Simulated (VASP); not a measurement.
Set up this calculation in VASP 6.6.1, as the native input.

```
Task                   : single point
Functional             : PBEsol
Potentials or basis    : VASP PAW PBE potentials, release 64 (Ag)
Cutoff                 : 520 eV
k mesh                 : 20 × 20 × 20
Occupations            : gaussian, width 0.15 eV
Spin                   : no spin polarisation
Dipole correction      : no
Further INCAR settings : ALGO = Normal; EDIFF = 1e-06; NBANDS = 12
```

The structure of Ag lies in POSCAR:

```
Ag
1.0
   -1.6722105400      1.6556540000      1.6556540000
    1.6722105400     -1.6556540000      1.6556540000
    1.6722105400      1.6556540000     -1.6556540000
Ag
1
Direct
    0.0000000000      0.0000000000      0.0000000000
```

This cell differs from its parent crystal: strain +0.0100 x Voigt [1, 0, 0, 0, 0, 0].

One way to write it, as run:

INCAR

```
ALGO = Normal ; EDIFF = 1E-6
ENCUT = 520 ; GGA = PS
ISIF = 2 ; ISMEAR = 0
LASPH = T ; LCHARG = F
LREAL = F ; LWAVE = F
NBANDS = 12 ; NELM = 60
PREC = Accurate ; SIGMA = 0.15
```

KPOINTS

```
k-points
0
Gamma
  20 20 20
```

Potentials or basis: VASP PAW PBE potentials, release 64 (Ag).

Launch:

```sh
$ cat potpaw_PBE.64/Ag/POTCAR > POTCAR
$ mpirun -np 1 vasp_std > vasp.out
```

It gave:

```yaml
Pressure: -8.0 GPa
```

Caveat: the cell differs from its parent crystal (strain +0.0100 x Voigt [1, 0, 0, 0, 0, 0]); the PAW data sets were made with another functional, which shifts forces and pressure a little.

It took 86 s on 1 thread of Intel(R) Xeon(R) Platinum 8375C CPU @ 2.90GHz (Ice Lake), on a shared host, peak memory 0.25 GiB.
